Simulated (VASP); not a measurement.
Input of a VASP 6.6.1 run:

INCAR

```
SYSTEM = LiHF2
PREC     = Accurate       ! precision mode
ENCUT    = 520            ! plane-wave cutoff, eV
EDIFF    = 1E-6           ! SCF threshold, eV
ISMEAR   = 0              ! smearing method
SIGMA    = 0.05           ! smearing width, eV
LREAL    = .FALSE.        ! projectors in reciprocal space
LASPH    = .TRUE.         ! aspherical terms in the spheres
NELM     = 100            ! most SCF steps
ALGO     = Normal         ! electronic algorithm
ISIF     = 2              ! what is computed and relaxed
LWAVE    = .FALSE.        ! write WAVECAR
LCHARG   = .FALSE.        ! write CHGCAR
GGA      = CA             ! functional
NBANDS   = 17             ! bands
```

Contents of KPOINTS:

```
Automatic mesh
0
G
  9 9 9
  0 0 0
```

File POSCAR:

```
LiHF2
1.0
    1.4211463380      0.8204992208      4.2646668686
   -1.4211463380      0.8204992208      4.2646668686
    0.0000000000     -1.6409984416      4.2646668686
Li H F
1 1 2
Direct
    0.0000000000      0.0000000000      0.0000000000
    0.5000000000      0.5000000000      0.5000000000
    0.4125119035      0.4125119035      0.4125119035
    0.5874880965      0.5874880965      0.5874880965
```

Potentials or basis: VASP PAW LDA potentials, release 64 (Li_sv, H, F).

Run with:

```bash
$ cat potpaw_LDA.64/Li_sv/POTCAR potpaw_LDA.64/H/POTCAR potpaw_LDA.64/F/POTCAR > POTCAR
$ mpirun -np 1 vasp_std > vasp.out
```

Q: Predict the largest force.

A: 0.424 eV/Å.

Q: Predict the band gap on the k mesh.

A: 8.49 eV (least direct gap 8.72 eV).

Forces on the atoms (eV/Å):
```
Li   0.000  0.000  0.000
H    0.000  0.000  0.000
F    0.000  0.000 -0.424
F    0.000  0.000  0.424
```

Caveat: the cell differs from its parent crystal (strain -0.015 along x and y, -0.015 along z). A k mesh can miss the band edges.
